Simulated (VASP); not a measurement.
# MnO2 (P4_2/mnm) in VASP: further runs

The runs below take MnO2 through single point, with PBE.

Program: VASP 6.6.1. These are calculated values, not measurements. Logs are shortened: lines on timing, memory, paths and dates and some standing lists are left out, and cuts for length are marked.

## Step 1: The cell of the first run

Symmetry: P4_2/mnm, No. 136, tetragonal system. The conventional cell has a = 4.398 Å, b = 4.398 Å, c = 2.873 Å, α = 90.00°, β = 90.00°, γ = 90.00°. Within 2.5 Å of Mn (site symmetry mmm) lie 6 O at 1.88 to 1.90 Å. Within 2.5 Å of O (site symmetry m2m) lie 3 Mn at 1.88 to 1.90 Å and 1 O at 2.42 Å.

## Step 2: Single point, PBE, collinear spin, antiferromagnetic start

The input, INCAR:

```
SYSTEM = MnO2
PREC = Accurate ; ENCUT = 600
EDIFF = 1E-6 ; ISMEAR = 0
SIGMA = 0.1 ; LREAL = .False.
LASPH = .True. ; NELM = 200
ALGO = Normal ; ISIF = 2
LWAVE = .False. ; LCHARG = .False.
ISPIN = 2 ; MAGMOM = 2.44 -2.44 0 0 0 0
LORBIT = 11 ; LMAXMIX = 4
GGA = PE ; NBANDS = 38
GGA_COMPAT = .False.
```

The input, KPOINTS:

```
Automatic mesh
0
Gamma
  4 4 4
  0 0 0
```

The input, POSCAR:

```
MnO2
1.0
    4.3983000000      0.0000000000      0.0000000000
    0.0000000000      4.3983000000      0.0000000000
    0.0000000000      0.0000000000      2.8730000000
Mn O
2 4
Direct
    0.0000000000      0.0000000000      0.0000000000
    0.5000000000      0.5000000000      0.5000000000
    0.3051500000      0.3051500000      0.0000000000
    0.1948500000      0.8051500000      0.5000000000
    0.6948500000      0.6948500000      0.0000000000
    0.8051500000      0.1948500000      0.5000000000
```

Potentials or basis: VASP PAW PBE potentials, release 64 (Mn_pv, O).

Run with:

```
$ cat potpaw_PBE.64/Mn_pv/POTCAR potpaw_PBE.64/O/POTCAR > POTCAR
$ mpirun -np 1 vasp_std > vasp.out
```

OUTCAR:

```text
SYSTEM = MnO2
   PREC = Accurate
   ENCUT = 600
   EDIFF = 1E-6
   ISMEAR = 0
   LREAL = .False.
   LASPH = .True.
   NELM = 200
   ISIF = 2
   ISPIN = 2
   LORBIT = 11
   GGA = PE

 ion  position               nearest neighbor table
   1  0.000  0.000  0.000-   4 1.88   6 1.88   4 1.88   6 1.88   5 1.90   3 1.90
   2  0.500  0.500  0.500-   3 1.88   5 1.88   3 1.88   5 1.88   4 1.90   6 1.90
   3  0.305  0.305  0.000-   2 1.88   2 1.88   1 1.90
   4  0.195  0.805  0.500-   1 1.88   1 1.88   2 1.90
   5  0.695  0.695  0.000-   2 1.88   2 1.88   1 1.90
   6  0.805  0.195  0.500-   1 1.88   1 1.88   2 1.90

  LATTYP: Found a simple tetragonal cell.
 ALAT       =     4.3983000000
 C/A-ratio  =     0.6532069209

  Lattice vectors:

 A1 = (   4.3983000000,   0.0000000000,   0.0000000000)
 A2 = (   0.0000000000,   4.3983000000,   0.0000000000)
 A3 = (   0.0000000000,   0.0000000000,   2.8730000000)

Analysis of symmetry for initial positions (statically):
=====================================================================
 Subroutine PRICEL returns:
 Original cell was already a primitive cell.

 Routine SETGRP: Setting up the symmetry group for a
 simple tetragonal supercell.

 Subroutine GETGRP returns: Found 16 space group operations
 (whereof  8 operations were pure point group operations)
 out of a pool of 16 trial point group operations.

The static configuration has the point symmetry D_2h.
 The point group associated with its full space group is D_4h.

Analysis of symmetry for dynamics (positions and initial velocities):
=====================================================================
 Subroutine PRICEL returns:
 Original cell was already a primitive cell.

 Routine SETGRP: Setting up the symmetry group for a
 simple tetragonal supercell.

 Subroutine GETGRP returns: Found 16 space group operations
 (whereof  8 operations were pure point group operations)
 out of a pool of 16 trial point group operations.

The dynamic configuration has the point symmetry D_2h.
 The point group associated with its full space group is D_4h.

Analysis of structural, dynamic, and magnetic symmetry:
=====================================================================
 Subroutine PRICEL returns:
 Original cell was already a primitive cell.

 Routine SETGRP: Setting up the symmetry group for a
 simple tetragonal supercell.

 Subroutine GETGRP returns: Found 16 space group operations
 (whereof  8 operations were pure point group operations)
 out of a pool of 16 trial point group operations.

The overall configuration has the point symmetry D_2h.
 The point group associated with its full space group is D_4h.

 Subroutine INISYM returns: Found 16 space group operations
 (whereof  8 operations are pure point group operations),
 and found     1 'primitive' translations

----------------------------------------------------------------------------------------

                                     Primitive cell

  volume of cell :      55.5783

  direct lattice vectors                    reciprocal lattice vectors
     4.398300000  0.000000000  0.000000000     0.227360571  0.000000000  0.000000000
     0.000000000  4.398300000  0.000000000     0.000000000  0.227360571  0.000000000
     0.000000000  0.000000000  2.873000000     0.000000000  0.000000000  0.348068221

  length of vectors
     4.398300000  4.398300000  2.873000000     0.227360571  0.227360571  0.348068221

  position of ions in fractional coordinates (direct lattice)
     0.000000000  0.000000000  0.000000000
     0.500000000  0.500000000  0.500000000
     0.305150000  0.305150000  0.000000000
     0.194850000  0.805150000  0.500000000
     0.694850000  0.694850000  0.000000000
     0.805150000  0.194850000  0.500000000

  ion indices of the primitive-cell ions
   primitive index   ion index
                 1           1
                 2           2
                 3           3
                 4           4
                 5           5
                 6           6

[... 62 lines left out ...]

 k-point    18 :       0.5000    0.5000    0.5000
  band No.  band energies     occupation
      1     -45.3400      1.00000
      2     -45.1279      1.00000
      3     -45.0607      1.00000
      4     -42.5448      1.00000
      5     -42.3481      1.00000
      6     -42.3298      1.00000
[... 29 lines left out ...]
     36      18.9557      0.00000
     37      20.5024      0.00000
 Fermi energy:         5.3426182837

 spin component 2

 k-point     1 :       0.0000    0.0000    0.0000
  band No.  band energies     occupation
      1     -45.2320      1.00000
      2     -45.1447      1.00000
      3     -45.0685      1.00000
      4     -42.4183      1.00000
      5     -42.3692      1.00000
      6     -42.3386      1.00000
[... 29 lines left out ...]
     36      19.4330      0.00000
     37      20.3469      0.00000

 k-point     2 :       0.2500    0.0000    0.0000
  band No.  band energies     occupation
      1     -45.2320      1.00000
      2     -45.1447      1.00000
      3     -45.0685      1.00000
      4     -42.4183      1.00000
      5     -42.3693      1.00000
      6     -42.3387      1.00000
[... 29 lines left out ...]
     36      19.2373      0.00000
     37      20.3910      0.00000
[... 598 lines left out ...]
     36      19.2455      0.00000
     37      20.8746      0.00000

 k-point    18 :       0.5000    0.5000    0.5000
  band No.  band energies     occupation
      1     -45.3400      1.00000
      2     -45.1279      1.00000
      3     -45.0607      1.00000
      4     -42.5448      1.00000
      5     -42.3481      1.00000
      6     -42.3298      1.00000
[... 29 lines left out ...]
     36      18.9557      0.00000
     37      20.5024      0.00000
 [bands above 37 left out]

------------------------ aborting loop because EDIFF is reached ----------------------------------------

  FORCE on cell =-STRESS in cart. coord.  units (eV):
  Direction    XX          YY          ZZ          XY          YZ          ZX
  --------------------------------------------------------------------------------------
  -------------------------------------------------------------------------------------
  Total        1.2797065      1.2797065      1.0378601      0.0000000      0.0000000      0.0000000
  in kB       36.8905923     36.8905923     29.9187946      0.0000000      0.0000000      0.0000000
  external PRESSURE =      34.5666597 kB  Pullay stress =       0.0000000 kB

 VOLUME and BASIS-vectors are now :
 -----------------------------------------------------------------------------
  energy-cutoff  :      600.00
  volume of cell :       55.58
      direct lattice vectors                 reciprocal lattice vectors
     4.398300000  0.000000000  0.000000000     0.227360571  0.000000000  0.000000000
     0.000000000  4.398300000  0.000000000     0.000000000  0.227360571  0.000000000
     0.000000000  0.000000000  2.873000000     0.000000000  0.000000000  0.348068221

 POSITION                                       TOTAL-FORCE (eV/Angst)
 -----------------------------------------------------------------------------------
      0.00000      0.00000      0.00000        -0.000000      0.000000      0.000000
      2.19915      2.19915      1.43650        -0.000000      0.000000      0.000000
      1.34214      1.34214      0.00000        -0.109878     -0.109878     -0.000000
      0.85701      3.54129      1.43650         0.109878     -0.109878     -0.000000
      3.05616      3.05616      0.00000         0.109878      0.109878      0.000000
      3.54129      0.85701      1.43650        -0.109878      0.109878      0.000000
 -----------------------------------------------------------------------------------
    total drift:                                0.000000      0.000000      0.000000

  FREE ENERGIE OF THE ION-ELECTRON SYSTEM (eV)
  ---------------------------------------------------
  free  energy   TOTEN  =       -47.9174933104 eV

  energy  without entropy=      -47.9116151069  energy(sigma->0) =      -47.91455421

 total charge

# of ion       s       p       d       tot
------------------------------------------
    1        0.353   6.466   4.915  11.734
    2        0.353   6.466   4.915  11.734
    3        1.566   3.461   0.000   5.027
    4        1.566   3.461   0.000   5.027
    5        1.566   3.461   0.000   5.027
    6        1.566   3.461   0.000   5.027
--------------------------------------------------
tot          6.970  26.776   9.831  43.577

 magnetization (x)

# of ion       s       p       d       tot
------------------------------------------
    1        0.013   0.020   2.474   2.507
    2       -0.013  -0.020  -2.474  -2.507
    3       -0.001  -0.043   0.000  -0.044
    4        0.001   0.043   0.000   0.044
    5       -0.001  -0.043   0.000  -0.044
    6        0.001   0.043   0.000   0.044
--------------------------------------------------
tot          0.000   0.000  -0.000  -0.000
```

Run time: 2.1 min. Hardware: 1 thread of Oxide Virtual Turin-like, shared host; peak memory 0.2 GiB.

Results:

```
Free energy                                           : -47.9175 eV
Pressure                                              : 3.5 GPa
Largest force                                         : 0.155 eV/Å
Band gap on the k mesh                                : zero (filled and empty bands overlap)
Net moment                                            : 0.00 μB per cell
Site moments                                          : Mn +2.51, -2.51; O -0.04, +0.04 (each value once) μB
Valence electrons inside the program's atomic spheres : Mn 11.73; O 5.03
```

Forces on the atoms (eV/Å):
```
Mn   0.000  0.000  0.000
Mn   0.000  0.000  0.000
O   -0.110 -0.110  0.000
O    0.110 -0.110  0.000
O    0.110  0.110  0.000
O   -0.110  0.110  0.000
```

Caveat: the k points lie up to 0.55 Å⁻¹ apart; semilocal functionals often make such compounds metallic where correlation or magnetic order opens a gap, which also shifts bond lengths.

## Step 3: Single point, PBE, collinear spin, antiferromagnetic start

The input, INCAR:

```
ALGO = Normal ; EDIFF = 1E-6
ENCUT = 600 ; GGA = PE
GGA_COMPAT = F ; ISIF = 2
ISMEAR = 0 ; ISPIN = 2
LASPH = T ; LCHARG = F
LMAXMIX = 4 ; LORBIT = 11
LREAL = F ; LWAVE = F
MAGMOM = 3 -3 0 0 0 0 ; NBANDS = 38
NELM = 200 ; PREC = Accurate
SIGMA = 0.1
```

The input, KPOINTS:

```
k-points
0
Gamma
  4 4 6
```

POSCAR is that of step 2.

Potentials or basis: VASP PAW PBE potentials, release 64 (Mn_pv, O).

Run with:

```
$ cat potpaw_PBE.64/Mn_pv/POTCAR potpaw_PBE.64/O/POTCAR > POTCAR
$ mpirun -np 1 vasp_std > vasp.out
```

Run time: 3.1 min. Hardware: 1 thread of Oxide Virtual Turin-like, shared host; peak memory 0.22 GiB.

Results (log left out):

```
Free energy                                           : -47.9194 eV
Pressure                                              : 3.4 GPa
Largest force                                         : 0.171 eV/Å
Band gap on the k mesh                                : zero (filled and empty bands overlap)
Net moment                                            : 0.00 μB per cell
Site moments                                          : Mn +2.51, -2.51; O -0.05, +0.05 (each value once) μB
Valence electrons inside the program's atomic spheres : Mn 11.73; O 5.03
```

Forces in eV/Å, atoms in the order of the input:
```
Mn   0.000  0.000  0.000
Mn   0.000  0.000  0.000
O   -0.121 -0.121  0.000
O    0.121 -0.121  0.000
O    0.121  0.121  0.000
O   -0.121  0.121  0.000
```

Stress tensor (GPa, compression positive):
```
3.67 0.00 0.00
0.00 3.67 0.00
0.00 0.00 3.00
```

Levels at points of the mesh, in eV from the Fermi level:
Spin up:
```csv
k point,band 23,band 24,band 25,band 26,band 27,band 28
"(0.00, 0.00, 0.00)",-1.11,-1.05,-0.43,-0.19,0.36,1.16
"(0.50, 0.00, 0.00)",-1.44,-1.28,-0.51,0.84,1.15,1.78
"(0.50, 0.50, 0.00)",-2.02,-1.99,-0.25,0.18,0.36,2.14
"(0.00, 0.00, 0.50)",-2.04,-0.82,-0.02,1.12,1.30,1.53
"(0.50, 0.00, 0.50)",-1.76,-1.67,-1.15,0.78,1.19,1.28
"(0.50, 0.50, 0.50)",-1.53,-0.73,-0.61,0.98,1.17,1.54
```
Spin down:
```
           k point  band 21  band 22  band 23  band 24  band 25  band 26  band 27  band 28  band 29  band 30
(0.00, 0.00, 0.00)    -1.65    -1.58    -1.11    -1.05    -0.43    -0.19     0.36     1.16     1.97     3.20
(0.50, 0.00, 0.00)    -1.90    -1.45    -1.44    -1.28    -0.51     0.84     1.15     1.78     2.41     2.66
(0.50, 0.50, 0.00)    -2.36    -2.25    -2.02    -1.99    -0.25     0.18     0.36     2.14     2.23     2.98
(0.00, 0.00, 0.50)    -2.91    -2.51    -2.04    -0.82    -0.02     1.12     1.30     1.53     1.89     2.09
(0.50, 0.00, 0.50)    -2.06    -1.85    -1.76    -1.67    -1.15     0.78     1.19     1.28     1.42     1.98
(0.50, 0.50, 0.50)    -2.11    -2.04    -1.53    -0.73    -0.61     0.98     1.17     1.54     1.92     2.15
```

Caveat: the k points lie up to 0.36 Å⁻¹ apart; semilocal functionals often make such compounds metallic where correlation or magnetic order opens a gap, which also shifts bond lengths.

## Step 4: Single point, PBE, collinear spin, antiferromagnetic start

The input, INCAR:

```
ALGO = Normal ; EDIFF = 1E-6
ENCUT = 600 ; GGA = PE
GGA_COMPAT = False ; ISIF = 2
ISMEAR = 0 ; ISPIN = 2
LASPH = True ; LCHARG = False
LMAXMIX = 4 ; LORBIT = 11
LREAL = False ; LWAVE = False
MAGMOM = 2.44 -2.44 0 0 0 0 ; NBANDS = 38
NELM = 200 ; PREC = Accurate
SIGMA = 0.1
```

KPOINTS is that of step 3.

POSCAR is that of step 3.

Run with:

```
$ cat potpaw_PBE.64/Mn_pv/POTCAR potpaw_PBE.64/O/POTCAR > POTCAR
$ mpirun -np 1 vasp_std > vasp.out
```

Wall time 3.2 min (1 thread of Oxide Virtual Turin-like, shared host); peak memory 0.21 GiB.

The run converged. Its results:

- Free energy: -47.9194 eV
- Pressure: 3.4 GPa
- Largest force: 0.171 eV/Å
- Band gap on the k mesh: zero (filled and empty bands overlap)
- Net moment: 0.00 μB per cell
- Site moments: Mn +2.51, -2.51; O -0.05, +0.05 (each value once) μB
- Valence electrons inside the program's atomic spheres: Mn 11.73; O 5.03

Forces in eV/Å, atoms in the order of the input:
```
Mn   0.000  0.000  0.000
Mn   0.000  0.000  0.000
O   -0.121 -0.121  0.000
O    0.121 -0.121  0.000
O    0.121  0.121  0.000
O   -0.121  0.121  0.000
```

Stress tensor (GPa, compression positive):
```
3.65 0.00 0.00
0.00 3.65 0.00
0.00 0.00 2.98
```

Levels at points of the mesh, in eV from the Fermi level:
Spin up:
```csv
k point,band 23,band 24,band 25,band 26,band 27,band 28
"(0.00, 0.00, 0.00)",-1.11,-1.05,-0.43,-0.19,0.36,1.16
"(0.50, 0.00, 0.00)",-1.44,-1.28,-0.51,0.84,1.15,1.78
"(0.50, 0.50, 0.00)",-2.02,-1.99,-0.25,0.18,0.36,2.14
"(0.00, 0.00, 0.50)",-2.04,-0.82,-0.02,1.12,1.30,1.53
"(0.50, 0.00, 0.50)",-1.76,-1.67,-1.15,0.78,1.19,1.28
"(0.50, 0.50, 0.50)",-1.53,-0.73,-0.61,0.98,1.17,1.54
```
Spin down:
```tsv
k point	band 23	band 24	band 25	band 26	band 27	band 28
(0.00, 0.00, 0.00)	-1.11	-1.05	-0.43	-0.19	0.36	1.16
(0.50, 0.00, 0.00)	-1.44	-1.28	-0.51	0.84	1.15	1.78
(0.50, 0.50, 0.00)	-2.02	-1.99	-0.25	0.18	0.36	2.14
(0.00, 0.00, 0.50)	-2.04	-0.82	-0.02	1.12	1.30	1.53
(0.50, 0.00, 0.50)	-1.76	-1.67	-1.15	0.78	1.19	1.28
(0.50, 0.50, 0.50)	-1.53	-0.73	-0.61	0.98	1.17	1.54
```

Caveat: the k points lie up to 0.36 Å⁻¹ apart; semilocal functionals often make such compounds metallic where correlation or magnetic order opens a gap, which also shifts bond lengths. With open d or f shells a metallic result of PBE can be an artefact of self-interaction; +U or a hybrid may open a gap.

## Step 5: Single point, PBE, collinear spin, antiferromagnetic start

The input, INCAR:

```
SYSTEM = MnO2
PREC     = Accurate       ! precision mode
ENCUT    = 600            ! plane-wave cutoff, eV
EDIFF    = 1E-6           ! SCF threshold, eV
ISMEAR   = 0              ! smearing method
SIGMA    = 0.1            ! smearing width, eV
LREAL    = .False.        ! projectors in reciprocal space
LASPH    = .True.         ! aspherical terms in the spheres
NELM     = 200            ! most SCF steps
ALGO     = Normal         ! electronic algorithm
ISIF     = 2              ! what is computed and relaxed
LWAVE    = .False.        ! write WAVECAR
LCHARG   = .False.        ! write CHGCAR
ISPIN    = 2              ! spin polarisation
MAGMOM   = 2.44 -2.44 0 0 0 0 ! initial moments
LORBIT   = 11             ! projections on sites
LMAXMIX  = 4              ! l up to which the mixer works
GGA      = PE             ! functional
NBANDS   = 38             ! bands
GGA_COMPAT= .False.
```

The input, KPOINTS:

```
regular mesh
0
Gamma
  6 6 8
  0 0 0
```

POSCAR is that of step 4.

Run with:

```
$ cat potpaw_PBE.64/Mn_pv/POTCAR potpaw_PBE.64/O/POTCAR > POTCAR
$ mpirun -np 1 vasp_std > vasp.out
```

It took 6.7 min on 1 thread of Oxide Virtual Turin-like, shared host; peak memory 0.28 GiB.

Results (log left out):

| Item | Value |
| --- | --- |
| Free energy | -47.9195 eV |
| Pressure | 3.4 GPa |
| Largest force | 0.168 eV/Å |
| Band gap on the k mesh | zero (filled and empty bands overlap) |
| Net moment | 0.00 μB per cell |
| Site moments | Mn +2.51, -2.51; O -0.05, +0.05 (each value once) μB |
| Valence electrons inside the program's atomic spheres | Mn 11.73; O 5.03 |

Forces in eV/Å, atoms in the order of the input:
```
Mn   0.000  0.000  0.000
Mn   0.000  0.000  0.000
O   -0.119 -0.119  0.000
O    0.119 -0.119  0.000
O    0.119  0.119  0.000
O   -0.119  0.119  0.000
```

Stress tensor (GPa, compression positive):
```
3.66 0.00 0.00
0.00 3.66 0.00
0.00 0.00 3.00
```

Levels at points of the mesh, in eV from the Fermi level:
Spin up:
```csv
k point,band 23,band 24,band 25,band 26,band 27,band 28
"(0.00, 0.00, 0.00)",-1.13,-1.07,-0.45,-0.21,0.35,1.14
"(0.50, 0.00, 0.00)",-1.46,-1.30,-0.53,0.82,1.13,1.76
"(0.50, 0.50, 0.00)",-2.05,-2.01,-0.27,0.16,0.34,2.12
"(0.00, 0.00, 0.50)",-2.05,-0.83,-0.04,1.10,1.28,1.52
"(0.50, 0.00, 0.50)",-1.77,-1.69,-1.16,0.76,1.18,1.26
"(0.50, 0.50, 0.50)",-1.55,-0.75,-0.63,0.96,1.15,1.52
```
Spin down:
| k point | band 23 | band 24 | band 25 | band 26 | band 27 | band 28 |
| --- | --- | --- | --- | --- | --- | --- |
| (0.00, 0.00, 0.00) | -1.13 | -1.07 | -0.45 | -0.21 | 0.35 | 1.14 |
| (0.50, 0.00, 0.00) | -1.46 | -1.30 | -0.53 | 0.82 | 1.13 | 1.76 |
| (0.50, 0.50, 0.00) | -2.05 | -2.01 | -0.27 | 0.16 | 0.34 | 2.12 |
| (0.00, 0.00, 0.50) | -2.05 | -0.83 | -0.04 | 1.10 | 1.28 | 1.52 |
| (0.50, 0.00, 0.50) | -1.77 | -1.69 | -1.16 | 0.76 | 1.18 | 1.26 |
| (0.50, 0.50, 0.50) | -1.55 | -0.75 | -0.63 | 0.96 | 1.15 | 1.52 |

Caveat: the cell stands under pressure; semilocal functionals often make such compounds metallic where correlation or magnetic order opens a gap, which also shifts bond lengths.

## Step 6: Summary

```csv
k mesh,gap on the mesh (eV),pressure (GPa),moment (μB),largest force (eV/Å)
4 × 4 × 4,none,3.5,0.00,0.16
4 × 4 × 6,none,3.4,0.00,0.17
6 × 6 × 8,none,3.4,0.00,0.17
```

Alike in all rows: task single point; level PBE; potentials or basis VASP PAW PBE potentials, release 64 (Mn_pv, O); spin collinear, antiferromagnetic start; cell as given; cutoff (eV) 600; smearing gaussian 0.1 eV.

Caveats: some runs use coarse meshes; semilocal functionals often make such compounds metallic where correlation or magnetic order opens a gap, which also shifts bond lengths; the cell stands under pressure (at least some runs).

Absolute energies hang on the potentials; compare differences alone.
